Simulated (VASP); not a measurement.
# Cr (Fddd) in VASP: a series of runs

Cr is run at these levels: r2SCAN; tasks: single point.

Everything below comes from runs of VASP 6.6.1. Logs are shortened: lines on timing, memory, paths and dates and some standing lists are left out, and cuts for length are marked.

## 1. The cell of the first run

The structure is orthorhombic, space group Fddd (No. 70). Conventional cell: a = 2.302 Å, b = 4.763 Å, c = 7.736 Å, α = 90.00°, β = 90.00°, γ = 90.00°. Within 3.0 Å of Cr (site symmetry 222) lie 14 Cr at 2.30 to 2.85 Å.

## 2. Single point, r2SCAN (10.60 Å³/atom)

The input, POSCAR:

```
Cr
1.0
   -1.6839941291      1.6839896649      1.1509524270
    1.6839896649     -1.6839941291      1.1509524270
    2.7352124961      2.7352124961     -1.1509606031
Cr
2
Direct
    0.9999994052      0.0000005948      0.0000000000
    0.7500005948      0.2499994052      0.5000000000
```

The input, INCAR.step1:

```
PREC     = Accurate       # precision mode
ENCUT    = 520            # plane-wave cutoff, eV
ISMEAR   = -1             # smearing method
SIGMA    = 0.1            # smearing width, eV
LREAL    = F              # projectors in reciprocal space
LASPH    = T              # aspherical terms in the spheres
NELM     = 60             # most SCF steps
NBANDS   = 19             # bands
ISYM     = 0            
GGA      = PE             # functional
ALGO     = Normal         # electronic algorithm
EDIFF    = 1E-4           # SCF threshold, eV
LWAVE    = T              # write WAVECAR
LCHARG   = F              # write CHGCAR
```

The input, INCAR.step2:

```
PREC     = Accurate       # precision mode
ENCUT    = 520            # plane-wave cutoff, eV
EDIFF    = 1E-7           # SCF threshold, eV
ISMEAR   = -1             # smearing method
SIGMA    = 0.1            # smearing width, eV
LREAL    = F              # projectors in reciprocal space
LASPH    = T              # aspherical terms in the spheres
NELM     = 60             # most SCF steps
ALGO     = Normal         # electronic algorithm
ISIF     = 2              # what is computed and relaxed
LWAVE    = F              # write WAVECAR
LCHARG   = F              # write CHGCAR
METAGGA  = R2SCAN         # meta-GGA
LMIXTAU  = T            
NBANDS   = 19             # bands
ISYM     = 0            
ISTART   = 1
```

The input, KPOINTS:

```
Automatic mesh
0
Gamma
  17 17 9
```

Potentials or basis: VASP PAW PBE potentials, release 64 (Cr_pv).

Command:

```console
> cat potpaw_PBE.64/Cr_pv/POTCAR > POTCAR
> cp INCAR.step1 INCAR
> mpirun -np 1 vasp_std > vasp.out
> cp INCAR.step2 INCAR
> mpirun -np 1 vasp_std > vasp.out
```

OUTCAR:

```text
PREC = Accurate
   ENCUT = 520
   EDIFF = 1E-7
   ISMEAR = -1
   LREAL = F
   LASPH = T
   NELM = 60
   ISIF = 2
   METAGGA = R2SCAN
   ISYM = 0
   ISTART = 1

 ion  position               nearest neighbor table
   1  1.000  0.000  0.000-   2 2.34   2 2.34   2 2.34   2 2.34   2 2.85   2 2.85   2 2.85   2 2.85

   2  0.750  0.250  0.500-   1 2.34   1 2.34   1 2.34   1 2.34   1 2.85   1 2.85   1 2.85   1 2.85

IMPORTANT INFORMATION: All symmetrisations will be switched off!
NOSYMM: (Re-)initialisation of all symmetry stuff for point group C_1.

----------------------------------------------------------------------------------------

                                     Primitive cell

  volume of cell :      21.2055

  direct lattice vectors                    reciprocal lattice vectors
    -1.683994129  1.683989665  1.150952427    -0.057055471  0.239858072  0.434423175
     1.683989665 -1.683994129  1.150952427     0.239858072 -0.057055471  0.434423175
     2.735212496  2.735212496 -1.150960603     0.182801303  0.182801303  0.000000709

  length of vectors
     2.645061229  2.645061229  4.035775651     0.499510477  0.499510477  0.258520082

  position of ions in fractional coordinates (direct lattice)
     0.999999405  0.000000595  0.000000000
     0.750000595  0.249999405  0.500000000

  ion indices of the primitive-cell ions
   primitive index   ion index
                 1           1
                 2           2

----------------------------------------------------------------------------------------

 KPOINTS: Automatic mesh

Automatic generation of k-mesh.
 Grid dimensions read from file:
 generate k-points for:   17   17    9

 Generating k-lattice:

  Cartesian coordinates                     Fractional coordinates (reciprocal lattice)
    -0.003356204  0.014109298  0.025554304     0.058823529  0.000000000 -0.000000000
     0.014109298 -0.003356204  0.025554304     0.000000000  0.058823529 -0.000000000
     0.020311256  0.020311256  0.000000079    -0.000000000 -0.000000000  0.111111111

  Length of vectors
     0.029382969  0.029382969  0.028724454

  Shift w.r.t. Gamma in fractional coordinates (k-lattice)
     0.000000000  0.000000000  0.000000000

 -----------------------------------------------------------------------------
|                                                                             |
|           W    W    AA    RRRRR   N    N  II  N    N   GGGG   !!!           |
|           W    W   A  A   R    R  NN   N  II  NN   N  G    G  !!!           |
|           W    W  A    A  R    R  N N  N  II  N N  N  G       !!!           |
|           W WW W  AAAAAA  RRRRR   N  N N  II  N  N N  G  GGG   !            |
|           WW  WW  A    A  R   R   N   NN  II  N   NN  G    G                |
[... 67 lines left out ...]
   EDIFFG = 0.1E-05   stopping-criterion for IOM
   NSW    =      0    number of steps for IOM
   IBRION =     -1    ionic relax: 0-MD 1-quasi-New 2-CG
   NFREE  =      0    steps in history (QN), initial steepest desc. (CG)
   ISIF   =      2    stress and relaxation
   ISYM   =      0    0-nonsym 1-usesym 2-fastsym
   POTIM  = 0.5000    time-step for ionic-motion
   TEBEG  =    0.0;   TEEND  =   0.0 temperature during run
   PSTRESS=    0.0 pullay stress
   NELECT =      24.0000    total number of electrons
   NUPDOWN=      -1.0000    fix difference up-down
   EMIN   =  10.00;   EMAX   =-10.00  energy-range for DOS
   EFERMI =   0.00;   METHOD = LEGACY
   ISMEAR =    -1;   SIGMA  =   0.10  broadening in eV -4-tet -1-fermi 0-gaus
   EFERMI_NEDOS =   21; number of points for ismear=-14 and -15
   IALGO  =     38    algorithm
   IMIX   =      4    mixing-type and parameters
     AMIX     =   0.40;   BMIX     =  1.00
     AMIX_MAG =   1.60;   BMIX_MAG =  1.00
  volume/ion in A,a.u.               =      10.60        71.55
  Fermi-wavevector in a.u.,A,eV,Ry     =   1.706066  3.223998 39.601960  2.910662
  Thomas-Fermi vector in A             =   2.785171
   LORBIT       =      0    0 simple, 1 ext, 2 COOP (PROOUT), +10 PAW based schemes
   METAGGA = R2SCAN    functional components
   LHFCALC =     F    Hartree Fock is set to
   AEXX    =    0.0000 exact exchange contribution
   IVDW    =     0    specifies the selected vdW correction
   LEPSILON=     F    determine dielectric tensor
   LRPA    =     F    only Hartree local field effects (RPA)
 non-spin polarized calculation
  energy-cutoff  :      520.00
  volume of cell :       21.21
 maximum number of plane-waves:       583
   NGX =  9   NGY =  9   NGZ = 15

 number of electron      23.9999993 magnetization

 Free energy of the ion-electron system (eV)
  ---------------------------------------------------
  ext. energy  EPLUGINS =         0.00000000
  ---------------------------------------------------
  free energy    TOTEN  =       -29.05334438 eV

  energy without entropy =      -29.00626327  energy(sigma->0) =      -29.02980383

 E-fermi :  12.0569     XC(G=0): -15.5242

 val. band max:       12.0530346265   @ k =   0.1765   0.4118   0.1111
 cond. band min:      12.0600508128   @ k =   0.2353   0.1765   0.0000
 fundamental gap:      0.0070161863
 Fermi energy:        12.0569139811

 k-point     1 :       0.0000    0.0000    0.0000
  band No.  band energies     occupation
      1     -33.2590      2.00000
      2     -32.4071      2.00000
      3     -32.0306      2.00000
      4     -31.8793      2.00000
      5     -31.8726      2.00000
      6     -31.8130      2.00000
[... 505 lines left out ...]
      6     -31.8400      2.00000
[... 11 lines left out ...]
     18      15.6884      0.00000
     19      15.7463      0.00000

 [... further k-points ...]

------------------------ aborting loop because EDIFF is reached ----------------------------------------

  FORCE on cell =-STRESS in cart. coord.  units (eV):
  Direction    XX          YY          ZZ          XY          YZ          ZX
  --------------------------------------------------------------------------------------
  -------------------------------------------------------------------------------------
  Total        3.5985105      3.5985071      3.5893372      0.1034927     -0.0000495     -0.0000494
  in kB      271.8850221    271.8847624    271.1919295      7.8193780     -0.0037392     -0.0037343
  external PRESSURE =     271.6539047 kB  Pullay stress =       0.0000000 kB

 VOLUME and BASIS-vectors are now :
 -----------------------------------------------------------------------------
  energy-cutoff  :      520.00
  volume of cell :       21.21
      direct lattice vectors                 reciprocal lattice vectors
    -1.683994129  1.683989665  1.150952427    -0.057055471  0.239858072  0.434423175
     1.683989665 -1.683994129  1.150952427     0.239858072 -0.057055471  0.434423175
     2.735212496  2.735212496 -1.150960603     0.182801303  0.182801303  0.000000709

 POSITION                                       TOTAL-FORCE (eV/Angst)
 -----------------------------------------------------------------------------------
     -1.68399      1.68399      1.15095         0.000589     -0.000589      0.000000
      0.52561      2.20960      0.57547        -0.000589      0.000589     -0.000000
 -----------------------------------------------------------------------------------
    total drift:                               -0.000000      0.000002     -0.000000

  FREE ENERGIE OF THE ION-ELECTRON SYSTEM (eV)
  ---------------------------------------------------
  free  energy   TOTEN  =       -29.0533443849 eV

  energy  without entropy=      -29.0062632652  energy(sigma->0) =      -29.02980383
```

OUTCAR.step1:

```text
PREC = Accurate
   ENCUT = 520
   ISMEAR = -1
   LREAL = F
   LASPH = T
   NELM = 60
[... 732 lines left out ...]
 -----------------------------------------------------------------------------------
     -1.68399      1.68399      1.15095         0.000776     -0.000804     -0.000006
      0.52561      2.20960      0.57547        -0.000776      0.000804      0.000006
 -----------------------------------------------------------------------------------
    total drift:                               -0.000018     -0.000020     -0.000007

  FREE ENERGIE OF THE ION-ELECTRON SYSTEM (eV)
  ---------------------------------------------------
  free  energy   TOTEN  =       -18.4652223743 eV

  energy  without entropy=      -18.4116187625  energy(sigma->0) =      -18.43842057
```

OSZICAR.step1:

```text
N       E                     dE             d eps       ncg     rms          rms(c)
DAV:   1     0.240656854166E+03    0.24066E+03   -0.13799E+04 49462   0.159E+03
DAV:   2    -0.130417690341E+02   -0.25370E+03   -0.24791E+03 49920   0.443E+02
DAV:   3    -0.210901221386E+02   -0.80484E+01   -0.79551E+01 52904   0.949E+01
DAV:   4    -0.212092377108E+02   -0.11912E+00   -0.11892E+00 66432   0.105E+01
DAV:   5    -0.212111930813E+02   -0.19554E-02   -0.19508E-02 53672   0.127E+00    0.199E+01
DAV:   6    -0.185055197530E+02    0.27057E+01   -0.11683E+01 51043   0.397E+01    0.213E+00
DAV:   7    -0.184832117287E+02    0.22308E-01   -0.21266E-01 54196   0.380E+00    0.124E+00
DAV:   8    -0.184653593431E+02    0.17852E-01   -0.15259E-02 67737   0.149E+00    0.237E-01
DAV:   9    -0.184652980219E+02    0.61321E-04   -0.19517E-03 55937   0.477E-01    0.123E-01
DAV:  10    -0.184653199699E+02   -0.21948E-04   -0.15636E-03 48265   0.514E-01    0.123E-01
DAV:  11    -0.184652223743E+02    0.97596E-04   -0.47582E-04 32607   0.280E-01
   1 F= -.18465222E+02 E0= -.18438421E+02  d E =-.536036E-01
```

It took 48 min on 1 thread of Intel Xeon 8259CL, shared host; peak memory 0.5 GiB.

What came out:

```
Free energy            : -29.0533 eV
Pressure               : 27.2 GPa
Band gap on the k mesh : zero (bands 12 and 13 overlap by 1.13 eV)
```

Levels at points of the mesh, in eV from the Fermi level:
```
           k point  band 9  band 10  band 11  band 12  band 13  band 14  band 15  band 16
(0.00, 0.00, 0.00)   -2.15    -1.94    -1.06     0.66     1.02     1.03     1.69     1.97
```

Caveat: the cell stands under pressure; the PAW data sets were made with another functional, which shifts forces and pressure a little; the run has no spin polarisation, though such a crystal can be magnetic. Spin polarisation is off, so any magnetic state and its effect on volume and gap are missing.

## 3. Single point, r2SCAN (11.06 Å³/atom)

This run uses another cell than the first one, of 11.06 Å³/atom.

The input, POSCAR:

```
Cr
1.0
   -1.7080544387      1.7080499108      1.1673968263
    1.7080499108     -1.7080544387      1.1673968263
    2.7742922402      2.7742922402     -1.1674051192
Cr
2
Direct
    0.9999994052      0.0000005948      0.0000000000
    0.7500005948      0.2499994052      0.5000000000
```

The input, INCAR.step1:

```
SYSTEM = Cr
ALGO     = Normal         ! electronic algorithm
EDIFF    = 1E-4           ! SCF threshold, eV
ENCUT    = 520            ! plane-wave cutoff, eV
GGA      = PE             ! functional
ISMEAR   = -1             ! smearing method
ISYM     = 0            
LASPH    = .TRUE.         ! aspherical terms in the spheres
LCHARG   = .FALSE.        ! write CHGCAR
LREAL    = .FALSE.        ! projectors in reciprocal space
LWAVE    = .TRUE.         ! write WAVECAR
NBANDS   = 19             ! bands
NELM     = 80             ! most SCF steps
PREC     = Accurate       ! precision mode
SIGMA    = 0.1            ! smearing width, eV
```

The input, INCAR.step2:

```
SYSTEM = Cr
ALGO     = Normal         ! electronic algorithm
EDIFF    = 1E-6           ! SCF threshold, eV
ENCUT    = 520            ! plane-wave cutoff, eV
ISIF     = 2              ! what is computed and relaxed
ISMEAR   = -1             ! smearing method
ISTART   = 1            
ISYM     = 0            
LASPH    = .TRUE.         ! aspherical terms in the spheres
LCHARG   = .TRUE.         ! write CHGCAR
LELF     = .TRUE.         ! ELF
LMIXTAU  = .TRUE.       
LREAL    = .FALSE.        ! projectors in reciprocal space
LVHAR    = .TRUE.       
LWAVE    = .FALSE.        ! write WAVECAR
METAGGA  = R2SCAN         ! meta-GGA
NBANDS   = 19             ! bands
NELM     = 80             ! most SCF steps
PREC     = Accurate       ! precision mode
SIGMA    = 0.1            ! smearing width, eV
```

The input, KPOINTS:

```
k-points
0
G
  17 17 9
  0 0 0
```

Potentials or basis: VASP PAW PBE potentials, release 64 (Cr_pv).

Command:

```console
> cat potpaw_PBE.64/Cr_pv/POTCAR > POTCAR
> cp INCAR.step1 INCAR
> mpirun -np 1 vasp_std > vasp.out
> cp INCAR.step2 INCAR
> mpirun -np 1 vasp_std > vasp.out
```

Run time: 15 min. Hardware: 1 thread of Intel Xeon 6975P-C (Granite Rapids), shared host; peak memory 0.51 GiB.

Results (log left out):

```
Free energy            : -29.1667 eV
Pressure               : 12.6 GPa
Band gap on the k mesh : zero (bands 12 and 13 overlap by 1.09 eV)
```

Stress tensor (GPa, compression positive):
```
12.57  0.44  0.00
 0.44 12.57  0.00
 0.00  0.00 12.70
```

Levels at points of the mesh, in eV from the Fermi level:
```csv
k point,band 10,band 11,band 12,band 13,band 14,band 15
"(0.00, 0.00, 0.00)",-1.84,-0.99,0.65,0.99,1.00,1.53
```

Caveat: the cell stands under pressure; the PAW data sets were made with another functional, which shifts forces and pressure a little; the run has no spin polarisation, though such a crystal can be magnetic. Spin polarisation is off, so any magnetic state and its effect on volume and gap are missing.
